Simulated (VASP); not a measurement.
Na: single point with PBEsol

Crystal: Na.

```xyz
1
Lattice="-2.1810 2.1810 2.1175 2.1810 -2.1810 2.1175 2.0540 2.0540 -2.1175" Properties=species:S:1:pos:R:3 pbc="T T T"
Na    0.0000    0.0000    0.0000
```

This cell differs from its parent crystal: strain -0.0600 x Voigt [0, 0, 0, 0, 0, 1].

```json
{
  "Program": "VASP 6.6.1",
  "Task": "single point",
  "Functional": "PBEsol",
  "Potentials or basis": "VASP PAW PBE potentials, release 64 (Na_pv)",
  "Cutoff": "520 eV",
  "k mesh": "16 × 16 × 16",
  "Occupations": "gaussian, width 0.15 eV",
  "Spin": "no spin polarisation"
}
```

The pressure is -0.3 GPa.

Stress tensor (GPa, compression positive):
```
-0.31  0.38  0.00
 0.38 -0.31  0.00
 0.00  0.00 -0.27
```

Levels at points of the mesh, in eV from the Fermi level:
```csv
k point,band 1,band 2,band 3,band 4,band 5,band 6,band 7
"(0.00, 0.00, 0.00)",-24.81,-24.81,-24.81,-3.23,11.16,11.44,11.74
"(0.50, 0.00, 0.00)",-24.85,-24.82,-24.81,0.74,1.20,8.02,8.56
"(0.50, 0.50, 0.00)",-24.84,-24.82,-24.82,0.53,0.93,8.27,9.28
"(0.00, 0.00, 0.50)",-24.85,-24.83,-24.81,0.96,1.47,7.94,8.70
"(0.50, 0.50, 0.50)",-24.85,-24.84,-24.83,4.47,4.49,4.76,4.80
```

Run time: 79 s on 1 thread of Intel(R) Xeon(R) 6975P-C (Granite Rapids), with other jobs on the host, peak memory 0.3 GiB.

Caveat: the cell differs from its parent crystal (strain -0.0600 x Voigt [0, 0, 0, 0, 0, 1]); the PAW data sets were made with another functional, which shifts forces and pressure a little.
